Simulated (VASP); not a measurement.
# PtSe (P-6m2) in VASP: further runs

The runs below take PtSe through density of states, with PBE+U.

All numbers are computed with VASP 6.6.1; they aren't measurements. Logs are shortened: lines on timing, memory, paths and dates and some standing lists are left out, and cuts for length are marked.

### 1 The cell of the first run

The structure is hexagonal, space group P-6m2 (No. 187). Conventional cell: a = 3.702 Å, b = 3.702 Å, c = 3.613 Å, α = 90.00°, β = 90.00°, γ = 120.00°. Within 3.7 Å of Pt (site symmetry -6m2) lie 6 Se at 2.80 Å and 2 Pt at 3.61 Å. Within 3.7 Å of Se (site symmetry -6m2) lie 6 Pt at 2.80 Å and 2 Se at 3.61 Å.

### 2 Density of states, PBE+U

POSCAR

```
PtSe
1.0
    3.7018703300      0.0000000000      0.0000000000
   -1.8509351600      3.2059137500      0.0000000000
    0.0000000000      0.0000000000      3.6128420300
Pt Se
1 1
Direct
    0.0000000000      0.0000000000      0.0000000000
    0.6666666667      0.3333333333      0.5000000000
```

INCAR.step1

```
SYSTEM = PtSe
ALGO = Normal
EDIFF = 1E-6
ENCUT = 520
GGA = PE
ISIF = 2
ISMEAR = -1
LASPH = .True.
LCHARG = .True.
LDAU = .True.
LDAUJ = 0 0
LDAUL = 2 -1
LDAUPRINT = 1
LDAUTYPE = 2
LDAUU = 1 0
LMAXMIX = 4
LREAL = .False.
LWAVE = .False.
NBANDS = 15
NELM = 150
PREC = Accurate
SIGMA = 0.05
```

KPOINTS.step1

```
k-points
0
Gamma
  8 8 7
  0 0 0
```

INCAR.step2

```
SYSTEM = PtSe
ALGO = Normal
EDIFF = 1E-6
ENCUT = 520
GGA = PE
ICHARG = 11
ISIF = 2
ISMEAR = -5
LASPH = .True.
LCHARG = .False.
LDAU = .True.
LDAUJ = 0 0
LDAUL = 2 -1
LDAUPRINT = 1
LDAUTYPE = 2
LDAUU = 1 0
LMAXMIX = 4
LORBIT = 10
LREAL = .False.
LWAVE = .False.
NBANDS = 15
NEDOS = 1001
NELM = 150
PREC = Accurate
SIGMA = 0.05
```

KPOINTS.step2

```
k-points
0
Gamma
  12 12 11
  0 0 0
```

Potentials or basis: VASP PAW PBE potentials, release 64 (Pt, Se).

Launch:

```console
cat potpaw_PBE.64/Pt/POTCAR potpaw_PBE.64/Se/POTCAR > POTCAR
cp INCAR.step1 INCAR
cp KPOINTS.step1 KPOINTS
mpirun -np 1 vasp_std > vasp.out
cp INCAR.step2 INCAR
cp KPOINTS.step2 KPOINTS
mpirun -np 1 vasp_std > vasp.out
```

OUTCAR:

```text
SYSTEM = PtSe
   EDIFF = 1E-6
   ENCUT = 520
   GGA = PE
   ICHARG = 11
   ISIF = 2
   ISMEAR = -5
   LASPH = .True.
   LORBIT = 10
   LREAL = .False.
   NELM = 150
   PREC = Accurate

 ion  position               nearest neighbor table
   1  0.000  0.000  0.000-   2 2.80   2 2.80   2 2.80   2 2.80   2 2.80   2 2.80
   2  0.667  0.333  0.500-   1 2.80   1 2.80   1 2.80   1 2.80   1 2.80   1 2.80

  LATTYP: Found a hexagonal cell.
 ALAT       =     3.7018703300
 C/A-ratio  =     0.9759504542

  Lattice vectors:

 A1 = (   3.7018703300,   0.0000000000,   0.0000000000)
 A2 = (  -1.8509351600,   3.2059137500,   0.0000000000)
 A3 = (   0.0000000000,   0.0000000000,   3.6128420300)

Analysis of symmetry for initial positions (statically):
=====================================================================
 Subroutine PRICEL returns:
 Original cell was already a primitive cell.

 Routine SETGRP: Setting up the symmetry group for a
 hexagonal supercell.

 Subroutine GETGRP returns: Found 12 space group operations
 (whereof 12 operations were pure point group operations)
 out of a pool of 24 trial point group operations.

The static configuration has the point symmetry D_3h.

Analysis of symmetry for dynamics (positions and initial velocities):
=====================================================================
 Subroutine PRICEL returns:
 Original cell was already a primitive cell.

 Routine SETGRP: Setting up the symmetry group for a
 hexagonal supercell.

 Subroutine GETGRP returns: Found 12 space group operations
 (whereof 12 operations were pure point group operations)
 out of a pool of 24 trial point group operations.

The dynamic configuration has the point symmetry D_3h.

 Subroutine INISYM returns: Found 12 space group operations
 (whereof 12 operations are pure point group operations),
 and found     1 'primitive' translations

----------------------------------------------------------------------------------------

                                     Primitive cell

  volume of cell :      42.8768

  direct lattice vectors                    reciprocal lattice vectors
     3.701870330  0.000000000  0.000000000     0.270133719  0.155961775  0.000000000
    -1.850935160  3.205913750  0.000000000     0.000000000  0.311923551  0.000000000
[... 154 lines left out ...]
  o =  0.7579  v =  0.0000  0.0000  0.0000  0.0000  0.0000 -0.0000  0.8590 -0.0000  0.5120  0.0000      0.0000  0.0000  0.0000  0.0000  0.0000  0.0000  0.0000  0.0000  0.0000  0.0000
  o =  0.8517  v =  0.0000  0.0000  0.0000  0.0000  0.0000  0.9983 -0.0000  0.0000  0.0000 -0.0584      0.0000  0.0000  0.0000  0.0000  0.0000  0.0000  0.0000  0.0000  0.0000  0.0000
  o =  0.8517  v =  0.9983 -0.0000  0.0000  0.0000 -0.0584  0.0000  0.0000  0.0000  0.0000  0.0000      0.0000  0.0000  0.0000  0.0000  0.0000  0.0000  0.0000  0.0000  0.0000  0.0000
  o =  0.8517  v = -0.0584 -0.0000  0.0000  0.0000 -0.9983  0.0000  0.0000  0.0000  0.0000  0.0000      0.0000  0.0000  0.0000  0.0000  0.0000  0.0000  0.0000  0.0000  0.0000  0.0000
  o =  0.8517  v =  0.0000  0.0000  0.0000  0.0000  0.0000 -0.0584 -0.0000  0.0000  0.0000 -0.9983      0.0000  0.0000  0.0000  0.0000  0.0000  0.0000  0.0000  0.0000  0.0000  0.0000
  o =  0.9050  v =  0.0000  0.0000  0.0000  0.0000  0.0000 -0.0000  0.0000  1.0000 -0.0000  0.0000      0.0000  0.0000  0.0000  0.0000  0.0000  0.0000  0.0000  0.0000  0.0000  0.0000
  o =  0.9050  v = -0.0000  0.0000  1.0000 -0.0000  0.0000  0.0000  0.0000  0.0000  0.0000  0.0000      0.0000  0.0000  0.0000  0.0000  0.0000  0.0000  0.0000  0.0000  0.0000  0.0000

 number of electron      16.0000001 magnetization

 Free energy of the ion-electron system (eV)
  ---------------------------------------------------
  ext. energy  EPLUGINS =         0.00000000
  ---------------------------------------------------
  free energy    TOTEN  =        -8.27259437 eV

  energy without entropy =       -8.27259437  energy(sigma->0) =       -8.27259437

 E-fermi :   5.6889     XC(G=0): -10.7367

 val. band max:        5.6538638245   @ k =   0.0000   0.0000   0.0000
 cond. band min:       5.6571783502   @ k =   0.3333   0.0833   0.1818
 fundamental gap:      0.0033145257
 Fermi energy:         5.6889434192

 k-point     1 :       0.0000    0.0000    0.0000
  band No.  band energies     occupation
      1      -8.7673      2.00000
      2       2.0149      2.00000
      3       2.0149      2.00000
      4       2.1164      2.00000
      5       3.5988      2.00000
      6       3.5988      2.00000
      7       3.6777      2.00000
      8       5.6539      1.62684
      9       6.2439      0.00000
     10       6.2439      0.00000
     11      13.0700      0.00000
     12      13.4767      0.00000
     13      13.4767      0.00000
     14      18.3925      0.00000
[... 401 lines left out ...]
      2      -0.0254      2.00000
      3       1.7266      2.00000
      4       2.5276      2.00000
      5       2.6103      2.00000
      6       3.5095      2.00000
      7       4.1657      2.00000
      8       5.1351      2.00000
      9       5.8225     -0.00237
     10       8.8327      0.00000
     11      11.7832      0.00000
     12      14.2757      0.00000
     13      15.3508      0.00000
     14      16.3259      0.00000
     15      19.4306      0.00000

 [... further k-points ...]
[... 5 lines left out ...]
  --------------------------------------------------------------------------------------
  -------------------------------------------------------------------------------------
  Total       -2.7752841     -2.7752841     -4.0991436     -0.0000000      0.0000000      0.0000000
  in kB     -103.7041230   -103.7041232   -153.1728186     -0.0000002      0.0000000      0.0000000
  external PRESSURE =    -120.1936883 kB  Pullay stress =       0.0000000 kB

 VOLUME and BASIS-vectors are now :
 -----------------------------------------------------------------------------
  energy-cutoff  :      520.00
  volume of cell :       42.88
      direct lattice vectors                 reciprocal lattice vectors
     3.701870330  0.000000000  0.000000000     0.270133719  0.155961775  0.000000000
    -1.850935160  3.205913750  0.000000000     0.000000000  0.311923551  0.000000000
     0.000000000  0.000000000  3.612842030     0.000000000  0.000000000  0.276790403

 POSITION                                       TOTAL-FORCE (eV/Angst)
 -----------------------------------------------------------------------------------
      0.00000      0.00000      0.00000         0.000000      0.000000      0.000000
      1.85094      1.06864      1.80642         0.000000      0.000000      0.000000
 -----------------------------------------------------------------------------------
    total drift:                               -0.000040      0.000023      0.000000

  FREE ENERGIE OF THE ION-ELECTRON SYSTEM (eV)
  ---------------------------------------------------
  free  energy   TOTEN  =        -8.2725943686 eV

  energy  without entropy=       -8.2725943686  energy(sigma->0) =       -8.27259437

 total charge

# of ion       s       p       d       tot
------------------------------------------
    1        0.492   0.283   8.204   8.979
    2        1.519   2.044   0.059   3.622
--------------------------------------------------
tot          2.011   2.327   8.263  12.601
```

OUTCAR.step1:

```text
SYSTEM = PtSe
   EDIFF = 1E-6
   ENCUT = 520
   GGA = PE
   ISIF = 2
   ISMEAR = -1
   LASPH = .True.
[... 691 lines left out ...]
      0.00000      0.00000      0.00000        -0.000000      0.000000      0.000000
      1.85094      1.06864      1.80642         0.000000      0.000000      0.000000
 -----------------------------------------------------------------------------------
    total drift:                               -0.000000      0.000000      0.000000

  FREE ENERGIE OF THE ION-ELECTRON SYSTEM (eV)
  ---------------------------------------------------
  free  energy   TOTEN  =        -8.2695313941 eV

  energy  without entropy=       -8.2587569398  energy(sigma->0) =       -8.26414417
```

It took 85 s on 1 thread of Intel Xeon 8259CL, shared host; peak memory 0.21 GiB.

What came out:

```yaml
Valence_electrons_inside_the_program's_atomic_spheres: Pt 8.98; Se 3.62
```

Eigenvalues of the final occupation matrices:
```tsv
site	spin	trace	eigenvalues
site 1 d	1	4.12	0.76 0.76 0.85 0.85 0.91
site 1 d	2	4.12	0.76 0.76 0.85 0.85 0.91
```

Caveat: spin-orbit coupling is left out, which moves the levels of the heavy elements; U without spin polarisation on a metal has little footing; tetrahedron occupations give inexact forces and stress in metals.

### 3 Density of states, PBE+U

POSCAR is that of step 2.

INCAR.step1

```
PREC     = Accurate       # precision mode
ENCUT    = 520            # plane-wave cutoff, eV
EDIFF    = 1E-6           # SCF threshold, eV
ISMEAR   = -1             # smearing method
SIGMA    = 0.05           # smearing width, eV
LREAL    = F              # projectors in reciprocal space
LASPH    = T              # aspherical terms in the spheres
NELM     = 150            # most SCF steps
ALGO     = Normal         # electronic algorithm
ISIF     = 2              # what is computed and relaxed
LWAVE    = F              # write WAVECAR
LCHARG   = T              # write CHGCAR
LMAXMIX  = 4              # l up to which the mixer works
LDAU     = T              # DFT+U
LDAUTYPE = 2            
LDAUL    = 2 -1           # shell
LDAUU    = 2 0            # U, eV
LDAUJ    = 0 0          
LDAUPRINT= 1            
GGA      = PE             # functional
NBANDS   = 15             # bands
```

KPOINTS.step1

```
Automatic mesh
0
Gamma
  8 8 7
```

INCAR.step2

```
PREC     = Accurate       # precision mode
ENCUT    = 520            # plane-wave cutoff, eV
EDIFF    = 1E-6           # SCF threshold, eV
ISMEAR   = -5             # smearing method
SIGMA    = 0.05           # smearing width, eV
LREAL    = F              # projectors in reciprocal space
LASPH    = T              # aspherical terms in the spheres
NELM     = 150            # most SCF steps
ALGO     = Normal         # electronic algorithm
ISIF     = 2              # what is computed and relaxed
LWAVE    = F              # write WAVECAR
LCHARG   = F              # write CHGCAR
LMAXMIX  = 4              # l up to which the mixer works
LDAU     = T              # DFT+U
LDAUTYPE = 2            
LDAUL    = 2 -1           # shell
LDAUU    = 2 0            # U, eV
LDAUJ    = 0 0          
LDAUPRINT= 1            
GGA      = PE             # functional
LORBIT   = 11             # projections on sites
NEDOS    = 1001           # points of the DOS
ICHARG   = 11             # starting density
```

KPOINTS.step2

```
Automatic mesh
0
Gamma
  12 12 11
```

Potentials or basis: VASP PAW PBE potentials, release 64 (Pt, Se).

Launch:

```console
cat potpaw_PBE.64/Pt/POTCAR potpaw_PBE.64/Se/POTCAR > POTCAR
cp INCAR.step1 INCAR
cp KPOINTS.step1 KPOINTS
mpirun -np 1 vasp_std > vasp.out
cp INCAR.step2 INCAR
cp KPOINTS.step2 KPOINTS
mpirun -np 1 vasp_std > vasp.out
```

Run time: 83 s. Hardware: 1 thread of Intel Xeon 8259CL, shared host; peak memory 0.2 GiB.

The run converged. Its results:

```
Valence electrons inside the program's atomic spheres : Pt 9.05; Se 3.62
```

Levels at points of the mesh, in eV from the Fermi level:
```tsv
k point	band 5	band 6	band 7	band 8	band 9	band 10	band 11	band 12
(0.00, 0.00, 0.00)	-2.14	-2.14	-1.95	0.07	0.55	0.55	7.42	7.87
(0.50, 0.00, 0.00)	-2.66	-2.30	-1.57	-1.30	1.21	2.84	6.13	8.68
```

Eigenvalues of the final occupation matrices:
```
    site  spin  trace               eigenvalues
site 1 d     1   4.17  0.76 0.76 0.86 0.86 0.91
site 1 d     2   4.17  0.76 0.76 0.86 0.86 0.91
```

Caveat: spin-orbit coupling is left out, which moves the levels of the heavy elements; U without spin polarisation on a metal has little footing; tetrahedron occupations give inexact forces and stress in metals.

[end of part 1 of 2]
